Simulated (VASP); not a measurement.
# Nb (C2/c) in VASP: further runs

Nb is run at these levels: PBE; tasks: single point.

All numbers are computed with VASP 6.6.1; they aren't measurements. Logs are shortened: lines on timing, memory, paths and dates and some standing lists are left out, and cuts for length are marked.

## Step 1: The cell of the first run

The typed cell holds 2 atoms: a = 2.999 Å, b = 2.999 Å, c = 5.062 Å, α = 97.02°, β = 97.02°, γ = 125.96°.

## Step 2: Single point, PBE (17.74 Å³/atom)

The input, INCAR:

```
PREC     = Accurate       # precision mode
ENCUT    = 500            # plane-wave cutoff, eV
EDIFF    = 1E-6           # SCF threshold, eV
ISMEAR   = -1             # smearing method
SIGMA    = 0.1            # smearing width, eV
LREAL    = F              # projectors in reciprocal space
LASPH    = T              # aspherical terms in the spheres
NELM     = 120            # most SCF steps
ALGO     = Normal         # electronic algorithm
ISIF     = 2              # what is computed and relaxed
LWAVE    = F              # write WAVECAR
LCHARG   = F              # write CHGCAR
GGA      = PE             # functional
NBANDS   = 20             # bands
GGA_COMPAT= F
```

The input, KPOINTS:

```
regular mesh
0
Gamma
  15 15 7
```

The input, POSCAR:

```
Nb
1.0
   -1.8888503385      1.8890666010      1.3622521103
    1.8890666010     -1.8888503385      1.3622521103
    3.4472745678      3.4472745678     -1.3618560250
Nb
2
Direct
    0.0000880706      0.9999119294      1.0000000000
    0.7499119294      0.2500880706      0.5000000000
```

Potentials or basis: VASP PAW PBE potentials, release 64 (Nb_sv).

Run with:

```console
cat potpaw_PBE.64/Nb_sv/POTCAR > POTCAR
mpirun -np 1 vasp_std > vasp.out
```

OUTCAR:

```text
PREC = Accurate
   ENCUT = 500
   EDIFF = 1E-6
   ISMEAR = -1
   LREAL = F
   LASPH = T
   NELM = 120
   ISIF = 2
   GGA = PE

 ion  position               nearest neighbor table
   1  0.000  1.000  0.000-   2 2.86   2 2.86   2 2.86   2 2.86
   2  0.750  0.250  0.500-   1 2.86   1 2.86   1 2.86   1 2.86

  LATTYP: Found a base centered monoclinic cell.
 ALAT       =     2.7245042378
 B/A-ratio  =     1.9610104838
 C/A-ratio  =     1.8578878643
 COS(beta)  =    -0.2689364390

  Lattice vectors:

 A1 = (  -1.8888503385,   1.8890666010,   1.3622521103)
 A2 = (   1.8890666010,  -1.8888503385,   1.3622521103)
 A3 = (   3.4472745678,   3.4472745678,  -1.3618560250)

Analysis of symmetry for initial positions (statically):
=====================================================================
 Subroutine PRICEL returns:
 Original cell was already a primitive cell.

 Routine SETGRP: Setting up the symmetry group for a
 base centered monoclinic supercell.

 Subroutine GETGRP returns: Found  4 space group operations
 (whereof  2 operations were pure point group operations)
 out of a pool of  4 trial point group operations.

The static configuration has the point symmetry C_2 .
 The point group associated with its full space group is C_2h.

Analysis of symmetry for dynamics (positions and initial velocities):
=====================================================================
 Subroutine PRICEL returns:
 Original cell was already a primitive cell.

 Routine SETGRP: Setting up the symmetry group for a
 base centered monoclinic supercell.

 Subroutine GETGRP returns: Found  4 space group operations
 (whereof  2 operations were pure point group operations)
 out of a pool of  4 trial point group operations.

The dynamic configuration has the point symmetry C_2 .
 The point group associated with its full space group is C_2h.

 Subroutine INISYM returns: Found  4 space group operations
 (whereof  2 operations are pure point group operations),
 and found     1 'primitive' translations

----------------------------------------------------------------------------------------

                                     Primitive cell

  volume of cell :      35.4837

  direct lattice vectors                    reciprocal lattice vectors
    -1.888850338  1.889066601  1.362252110    -0.059850367  0.204845765  0.367027746
     1.889066601 -1.888850338  1.362252110     0.204845765 -0.059850367  0.367027746
     3.447274568  3.447274568 -1.361856025     0.145037569  0.145037569 -0.000023025

  length of vectors
     2.998676214  2.998676214  5.061823360     0.424562387  0.424562387  0.205114098

  position of ions in fractional coordinates (direct lattice)
     0.000088071  0.999911929  0.000000000
     0.749911929  0.250088071  0.500000000

  ion indices of the primitive-cell ions
   primitive index   ion index
                 1           1
                 2           2

----------------------------------------------------------------------------------------

 KPOINTS: regular mesh

Automatic generation of k-mesh.
 Grid dimensions read from file:
 generate k-points for:   15   15    7

 Generating k-lattice:

  Cartesian coordinates                     Fractional coordinates (reciprocal lattice)
    -0.003990024  0.013656384  0.024468516     0.066666667  0.000000000 -0.000000000
     0.013656384 -0.003990024  0.024468516     0.000000000  0.066666667 -0.000000000
     0.020719653  0.020719653 -0.000003289    -0.000000000 -0.000000000  0.142857143

  Length of vectors
     0.028304159  0.028304159  0.029302014

  Shift w.r.t. Gamma in fractional coordinates (k-lattice)
     0.000000000  0.000000000  0.000000000

 Subroutine IBZKPT returns following result:
 ===========================================

 Found    424 irreducible k-points:

 Following reciprocal coordinates:
            Coordinates               Weight
  0.000000  0.000000  0.000000      1.000000
  0.066667  0.000000  0.000000      4.000000
  0.133333  0.000000 -0.000000      4.000000
  0.200000  0.000000  0.000000      4.000000
  0.266667  0.000000 -0.000000      4.000000
  0.333333  0.000000  0.000000      4.000000
[... 16 lines left out ...]
  0.133333  0.133333 -0.000000      2.000000
  0.200000  0.133333 -0.000000      4.000000
 [... further k-points ...]
   k-points           NKPTS =    424   k-points in BZ     NKDIM =    424   number of bands    NBANDS=     20
   number of dos      NEDOS =    301   number of ions     NIONS =      2
   total plane-waves  NPLWV =  23040
   dimension x,y,z NGX =    24 NGY =   24 NGZ =   40
   dimension x,y,z NGXF=    48 NGYF=   48 NGZF=   80
   ions per type =               2
   NGX,Y,Z   is equivalent  to a cutoff of  13.31, 13.31, 13.14 a.u.
   NGXF,Y,Z  is equivalent  to a cutoff of  26.61, 26.61, 26.27 a.u.
 SYSTEM =  unknown system
   PREC   = accura    normal or accurate (medium, high low for compatibility)
   ISTART =      0    job   : 0-new  1-cont  2-samecut
   ICHARG =      2    charge: 1-file 2-atom 10-const
   ISPIN  =      1    spin polarized calculation?
   LNONCOLLINEAR =      F non collinear calculations
   LSORBIT =      F    spin-orbit coupling
   LASPH  =      T    aspherical Exc in radial PAW
   ENCUT  =  500.0 eV  36.75 Ry    6.06 a.u.   5.47  5.47  9.23*2*pi/ulx,y,z
   NELM   =    120;   NELMIN=  2; NELMDL= -5     # of ELM steps
   EDIFF  = 0.1E-05   stopping-criterion for ELM
   LREAL  =      F    real-space projection
   EDIFFG = 0.1E-04   stopping-criterion for IOM
   NSW    =      0    number of steps for IOM
   IBRION =     -1    ionic relax: 0-MD 1-quasi-New 2-CG
   NFREE  =      0    steps in history (QN), initial steepest desc. (CG)
   ISIF   =      2    stress and relaxation
   ISYM   =      2    0-nonsym 1-usesym 2-fastsym
   POTIM  = 0.5000    time-step for ionic-motion
   TEBEG  =    0.0;   TEEND  =   0.0 temperature during run
   PSTRESS=    0.0 pullay stress
   NELECT =      26.0000    total number of electrons
   NUPDOWN=      -1.0000    fix difference up-down
   EMIN   =  10.00;   EMAX   =-10.00  energy-range for DOS
   EFERMI =   0.00;   METHOD = LEGACY
   ISMEAR =    -1;   SIGMA  =   0.10  broadening in eV -4-tet -1-fermi 0-gaus
   EFERMI_NEDOS =   21; number of points for ismear=-14 and -15
   IALGO  =     38    algorithm
   IMIX   =      4    mixing-type and parameters
     AMIX     =   0.40;   BMIX     =  1.00
     AMIX_MAG =   1.60;   BMIX_MAG =  1.00
  volume/ion in A,a.u.               =      17.74       119.73
  Fermi-wavevector in a.u.,A,eV,Ry     =   1.475897  2.789042 29.637203  2.178273
  Thomas-Fermi vector in A             =   2.590490
   LORBIT       =      0    0 simple, 1 ext, 2 COOP (PROOUT), +10 PAW based schemes
   GGA     = PE    functional components
   LHFCALC =     F    Hartree Fock is set to
   AEXX    =    0.0000 exact exchange contribution
   IVDW    =     0    specifies the selected vdW correction
   LEPSILON=     F    determine dielectric tensor
   LRPA    =     F    only Hartree local field effects (RPA)
 non-spin polarized calculation
  energy-cutoff  :      500.00
  volume of cell :       35.48
 maximum number of plane-waves:       930
 NGX is ok and might be reduce to    24
   NGX = 11   NGY = 11   NGZ = 19

 number of electron      26.0000000 magnetization

 Free energy of the ion-electron system (eV)
  ---------------------------------------------------
  ext. energy  EPLUGINS =         0.00000000
  ---------------------------------------------------
  free energy    TOTEN  =       -20.14746821 eV

  energy without entropy =      -20.07544799  energy(sigma->0) =      -20.11145810

 E-fermi :  11.5970     XC(G=0): -12.5681

 val. band max:       11.5959539217   @ k =  -0.4000   0.0000   0.2857
 cond. band min:      11.5976272384   @ k =  -0.4667   0.2000   0.1429
 fundamental gap:      0.0016733167
 Fermi energy:        11.5969657513

 k-point     1 :       0.0000    0.0000    0.0000
  band No.  band energies     occupation
      1     -42.9743      2.00000
      2     -42.7451      2.00000
      3     -19.6868      2.00000
      4     -18.5545      2.00000
      5     -18.2928      2.00000
      6     -18.2884      2.00000
[... 12 lines left out ...]
     19      15.3612      0.00000
     20      16.7665      0.00000

 k-point     2 :       0.0667    0.0000    0.0000
  band No.  band energies     occupation
      1     -42.9620      2.00000
      2     -42.7373      2.00000
      3     -19.6643      2.00000
      4     -18.5686      2.00000
      5     -18.3123      2.00000
      6     -18.2899      2.00000
[... 12 lines left out ...]
     19      15.8657      0.00000
     20      16.8619      0.00000

 k-point     3 :       0.1333    0.0000   -0.0000
  band No.  band energies     occupation
      1     -42.9270      2.00000
      2     -42.7153      2.00000
      3     -19.6003      2.00000
      4     -18.6132      2.00000
      5     -18.4060      2.00000
      6     -18.3189      2.00000
[... 12 lines left out ...]
     19      16.2272      0.00000
     20      17.5167      0.00000

 k-point     4 :       0.2000    0.0000    0.0000
  band No.  band energies     occupation
      1     -42.8745      2.00000
      2     -42.6830      2.00000
      3     -19.5059      2.00000
      4     -18.7338      2.00000
      5     -18.6372      2.00000
      6     -18.5231      2.00000
[... 12 lines left out ...]
     19      16.1395      0.00000
     20      18.4177      0.00000

 k-point     5 :       0.2667    0.0000   -0.0000
  band No.  band energies     occupation
      1     -42.8126      2.00000
      2     -42.6467      2.00000
      3     -19.4048      2.00000
      4     -19.0176      2.00000
      5     -18.8876      2.00000
      6     -18.6322      2.00000
[... 12 lines left out ...]
     19      15.9429      0.00000
     20      18.9807      0.00000
[... 353 lines left out ...]
      6     -18.3176      2.00000
[... 12 lines left out ...]
     19      15.6754      0.00000
     20      17.6820      0.00000

 k-point    22 :      -0.0667    0.0667    0.0000
  band No.  band energies     occupation
      1     -42.9666      2.00000
      2     -42.7423      2.00000
      3     -19.6678      2.00000
      4     -18.5944      2.00000
      5     -18.3393      2.00000
      6     -18.3023      2.00000
[... 12 lines left out ...]
     19      15.3766      0.00000
     20      17.1784      0.00000

 k-point    23 :       0.1333    0.1333   -0.0000
  band No.  band energies     occupation
      1     -42.8337      2.00000
      2     -42.6528      2.00000
      3     -19.4442      2.00000
      4     -18.9140      2.00000
      5     -18.8398      2.00000
      6     -18.6189      2.00000
[... 12 lines left out ...]
     19      16.2824      0.00000
     20      18.5627      0.00000

 k-point    24 :       0.2000    0.1333   -0.0000
  band No.  band energies     occupation
      1     -42.7754      2.00000
      2     -42.6187      2.00000
      3     -19.3567      2.00000
      4     -19.2069      2.00000
      5     -19.0880      2.00000
      6     -18.6682      2.00000
[... 12 lines left out ...]
     19      16.3285      0.00000
     20      18.9593      0.00000

 [... further k-points ...]

------------------------ aborting loop because EDIFF is reached ----------------------------------------

  FORCE on cell =-STRESS in cart. coord.  units (eV):
  Direction    XX          YY          ZZ          XY          YZ          ZX
  --------------------------------------------------------------------------------------
  -------------------------------------------------------------------------------------
  Total        1.5023400      1.5023400      1.6232040      0.0050733      0.0045460      0.0045460
  in kB       67.8343122     67.8343122     73.2916152      0.2290712      0.2052618      0.2052618
  external PRESSURE =      69.6534132 kB  Pullay stress =       0.0000000 kB

 VOLUME and BASIS-vectors are now :
 -----------------------------------------------------------------------------
  energy-cutoff  :      500.00
  volume of cell :       35.48
      direct lattice vectors                 reciprocal lattice vectors
    -1.888850338  1.889066601  1.362252110    -0.059850367  0.204845765  0.367027746
     1.889066601 -1.888850338  1.362252110     0.204845765 -0.059850367  0.367027746
     3.447274568  3.447274568 -1.361856025     0.145037569  0.145037569 -0.000023025

 POSITION                                       TOTAL-FORCE (eV/Angst)
 -----------------------------------------------------------------------------------
      1.88873     -1.88852      1.36225         0.005853     -0.005853     -0.000000
      0.77960      2.66789      0.68132        -0.005853      0.005853      0.000000
 -----------------------------------------------------------------------------------
    total drift:                               -0.000000     -0.000000      0.000000

  FREE ENERGIE OF THE ION-ELECTRON SYSTEM (eV)
  ---------------------------------------------------
  free  energy   TOTEN  =       -20.1474682143 eV

  energy  without entropy=      -20.0754479867  energy(sigma->0) =      -20.11145810
```

Wall time 98 s (1 thread of Intel Xeon 6975P-C (Granite Rapids), shared host); peak memory 0.33 GiB.

Results:

```
Free energy            : -20.1475 eV
Pressure               : 7.0 GPa
Largest force          : 0.008 eV/Å
Band gap on the k mesh : zero (bands 13 and 14 overlap by 2.76 eV)
```

Forces on the atoms (eV/Å):
```
Nb   0.006 -0.006  0.000
Nb  -0.006  0.006  0.000
```

Caveat: the cell stands under pressure.

## Step 3: Single point, PBE (19.96 Å³/atom)

This run uses another cell than the first one, of 19.96 Å³/atom.

The input, INCAR:

```
PREC = Accurate
ENCUT = 500
EDIFF = 1E-6
ISMEAR = -1
SIGMA = 0.1
LREAL = False
LASPH = True
NELM = 120
ALGO = Normal
ISIF = 2
LWAVE = False
LCHARG = True
GGA = PE
LELF = True
LVHAR = True
NBANDS = 20
GGA_COMPAT = False
```

KPOINTS is that of step 2.

The input, POSCAR:

```
Nb
1.0
   -1.9644835166      1.9647084387      1.4167992888
    1.9647084387     -1.9644835166      1.4167992888
    3.5853100310      3.5853100310     -1.4163873435
Nb
2
Direct
    0.0000880706      0.9999119294      1.0000000000
    0.7499119294      0.2500880706      0.5000000000
```

Potentials or basis: VASP PAW PBE potentials, release 64 (Nb_sv).

Run with:

```console
cat potpaw_PBE.64/Nb_sv/POTCAR > POTCAR
mpirun -np 1 vasp_std > vasp.out
```

OUTCAR:

```text
PREC = Accurate
   ENCUT = 500
   EDIFF = 1E-6
   ISMEAR = -1
   LREAL = False
   LASPH = True
   NELM = 120
   ISIF = 2
   GGA = PE

 ion  position               nearest neighbor table
   1  0.000  1.000  0.000-   2 2.98   2 2.98   2 2.98   2 2.98
   2  0.750  0.250  0.500-   1 2.98   1 2.98   1 2.98   1 2.98

  LATTYP: Found a base centered monoclinic cell.
 ALAT       =     2.8335985955
 B/A-ratio  =     1.9610104837
 C/A-ratio  =     1.8578878643
[... 743 lines left out ...]

------------------------ aborting loop because EDIFF is reached ----------------------------------------

  FORCE on cell =-STRESS in cart. coord.  units (eV):
  Direction    XX          YY          ZZ          XY          YZ          ZX
  --------------------------------------------------------------------------------------
  -------------------------------------------------------------------------------------
  Total       -2.7962172     -2.7962172     -2.8187669      0.0816509      0.0044277      0.0044277
  in kB     -112.2275745   -112.2275745   -113.1326184      3.2771010      0.1777076      0.1777073
  external PRESSURE =    -112.5292558 kB  Pullay stress =       0.0000000 kB

 VOLUME and BASIS-vectors are now :
 -----------------------------------------------------------------------------
  energy-cutoff  :      500.00
  volume of cell :       39.92
      direct lattice vectors                 reciprocal lattice vectors
    -1.964483517  1.964708439  1.416799289    -0.057546111  0.196959144  0.352897073
     1.964708439 -1.964483517  1.416799289     0.196959144 -0.057546111  0.352897073
     3.585310031  3.585310031 -1.416387344     0.139453581  0.139453581 -0.000022139

 POSITION                                       TOTAL-FORCE (eV/Angst)
 -----------------------------------------------------------------------------------
      1.96436     -1.96414      1.41680         0.004549     -0.004549      0.000000
      0.81082      2.77472      0.70861        -0.004549      0.004549     -0.000000
 -----------------------------------------------------------------------------------
    total drift:                               -0.000000     -0.000000      0.000000

  FREE ENERGIE OF THE ION-ELECTRON SYSTEM (eV)
  ---------------------------------------------------
  free  energy   TOTEN  =       -20.0684021178 eV

  energy  without entropy=      -19.9859064766  energy(sigma->0) =      -20.02715430
```

OSZICAR:

```text
N       E                     dE             d eps       ncg     rms          rms(c)
DAV:   1     0.287040249607E+03    0.28704E+03   -0.14333E+04 16960   0.131E+03
DAV:   2    -0.176669489563E+01   -0.28881E+03   -0.28226E+03 19392   0.513E+02
DAV:   3    -0.202685184490E+02   -0.18502E+02   -0.17873E+02 32000   0.990E+01
DAV:   4    -0.210061199517E+02   -0.73760E+00   -0.73171E+00 22672   0.168E+01
DAV:   5    -0.210504250681E+02   -0.44305E-01   -0.44243E-01 28912   0.394E+00    0.883E+00
DAV:   6    -0.201570222089E+02    0.89340E+00   -0.17529E+00 23356   0.122E+01    0.297E+00
DAV:   7    -0.200582985963E+02    0.98724E-01   -0.61109E-01 30032   0.656E+00    0.150E+00
DAV:   8    -0.200685832738E+02   -0.10285E-01   -0.34427E-02 22792   0.192E+00    0.163E-01
DAV:   9    -0.200684108774E+02    0.17240E-03   -0.43176E-03 28732   0.607E-01    0.430E-02
DAV:  10    -0.200684090225E+02    0.18548E-05   -0.12482E-04 24620   0.124E-01    0.151E-02
DAV:  11    -0.200684025589E+02    0.64637E-05   -0.64293E-06 23576   0.219E-02    0.507E-03
DAV:  12    -0.200684021178E+02    0.44110E-06   -0.94045E-07 12120   0.139E-02
   1 F= -.20068402E+02 E0= -.20027154E+02  d E =-.824956E-01
```

stdout:

```text
POSCAR found type information on POSCAR Nb
 POSCAR found :  1 types and       2 ions
 scaLAPACK will be used
 LDA part: xc-table for (Slater+PW92), standard interpolation
 POSCAR, INCAR and KPOINTS ok, starting setup
 FFT: planning ... GRIDC
 FFT: planning ... GRID_SOFT
 FFT: planning ... GRID
 WAVECAR not read
 entering main loop
```

Run time: 97 s. Hardware: 1 thread of Intel Xeon 6975P-C (Granite Rapids), shared host; peak memory 0.35 GiB.

What came out:

```
Free energy            : -20.0684 eV
Pressure               : -11.3 GPa
Largest force          : 0.006 eV/Å
Band gap on the k mesh : zero (bands 13 and 14 overlap by 2.26 eV)
```

Forces in eV/Å, atoms in the order of the input:
```
Nb   0.005 -0.005  0.000
Nb  -0.005  0.005  0.000
```

Caveat: the cell stands under tension.

## Step 4: Single point, PBE

This run uses another cell than the first one, of 18.48 Å³/atom.

The input, INCAR:

```
SYSTEM = Nb
PREC = Accurate
ENCUT = 500
EDIFF = 1E-6
ISMEAR = -1
SIGMA = 0.1
LREAL = .False.
LASPH = .True.
NELM = 120
ALGO = Normal
ISIF = 2
LWAVE = .False.
LCHARG = .False.
GGA = PE
NBANDS = 20
ISYM = 0
GGA_COMPAT = .False.
```

The input, KPOINTS:

```
regular mesh
0
Gamma
  13 13 9
  0 0 0
```

The input, POSCAR:

```
Nb
1.0
   -1.9147282163      1.9149474417      1.3809154173
    1.9149474417     -1.9147282163      1.3809154173
    3.4945033759      3.4945033759     -1.3805139055
Nb
2
Direct
    0.0000880706      0.9999119294      1.0000000000
    0.7499119294      0.2500880706      0.5000000000
```

Run with:

```console
cat potpaw_PBE.64/Nb_sv/POTCAR > POTCAR
mpirun -np 1 vasp_std > vasp.out
```

Wall time 3.1 min (1 thread of Intel Xeon 6975P-C (Granite Rapids), shared host); peak memory 0.5 GiB.

It converged, with:

```
Free energy            : -20.1785 eV
Pressure               : -0.3 GPa
Band gap on the k mesh : zero (bands 13 and 14 overlap by 2.58 eV)
```

Levels at points of the mesh, in eV from the Fermi level:
```
           k point  band 10  band 11  band 12  band 13  band 14  band 15  band 16  band 17
(0.00, 0.00, 0.00)    -3.70    -0.89    -0.77     0.83     1.00     1.27     1.87     1.92
```

(Part 1 of 2 ends here.)
